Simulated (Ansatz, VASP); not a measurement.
TaSi2: VASP beside Ansatz

```
Ta Si
1.0
     4.80602    0.00000    0.00000
    -2.40301    4.16214    0.00000
     0.00000    0.00000    6.59953
Ta Si
3 6
Direct
  0.27528 0.00000 0.93454
  0.50000 0.50000 0.66667
  0.00000 0.50000 0.33333
  0.15892 0.31783 0.00000
  0.84108 0.15892 0.66667
  0.68217 0.84108 0.33333
  0.84108 0.68217 0.00000
  0.15892 0.84108 0.66667
  0.31783 0.15892 0.33333
```

Alike in both runs: task single point; functional PBE; k mesh 9 × 9 × 6; occupations gaussian, width 0.15 eV; no spin polarisation.

|  | VASP | Ansatz |
| --- | --- | --- |
| version | VASP 6.6.1 | Ansatz 0.2.0 |
| potentials or method | VASP PAW PBE potentials, release 64 (Ta_pv, Si), cutoff 520 eV | scalar-relativistic, plane waves, PAW |
| valence electrons in the cell | 57 | 63 |

Ansatz gave:

| Item | Value |
| --- | --- |
| gap on the k mesh at the Fermi level (eV) | none |
| rms of the force components (eV/Å) | 7.728 |

Problem. What did VASP give for the same quantities?

Solution. gap on the k mesh at the Fermi level (eV): none; rms of the force components (eV/Å): 7.763.

Atom by atom the forces differ by 0.036 eV/Å (rms over components). A gap of «none» marks a metal or a gap that the smearing closes. VASP's potentials hold 57 valence electrons a cell and Ansatz's 63, so a difference there can come from the potentials and not from the codes.

Spin-orbit coupling is off throughout.
